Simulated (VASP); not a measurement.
A run of VASP 6.6.1 is set up as follows.

The input INCAR:

```
PREC = Accurate
ENCUT = 520
EDIFF = 1E-7
ISMEAR = 0
SIGMA = 0.1
LREAL = False
LASPH = True
NELM = 100
ALGO = Fast
ISIF = 2
LWAVE = False
LCHARG = True
GGA = PE
LELF = True
LVHAR = True
NBANDS = 19
```

The input KPOINTS:

```
regular mesh
0
Gamma
  12 12 12
```

POSCAR

```
Ti
1.0
    0.0000000000      2.8365593518      2.8365593518
    2.8365593518      0.0000000000      2.8365593518
    2.8365593518      2.8365593518      0.0000000000
Ti
2
Direct
    0.5000000000      0.5000000000      0.5000000000
    0.7500000000      0.7500000000      0.7500000000
```

Potentials or basis: VASP PAW PBE potentials, release 64 (Ti_sv).

Run with:

```bash
$ cat potpaw_PBE.64/Ti_sv/POTCAR > POTCAR
$ mpirun -np 1 vasp_std > vasp.out
```

Problem. Estimate the band gap on the k mesh.

Solution. Zero (bands 12 and 13 overlap by 0.19 eV).

Problem. Predict the pressure.

Solution. 0.1 GPa.
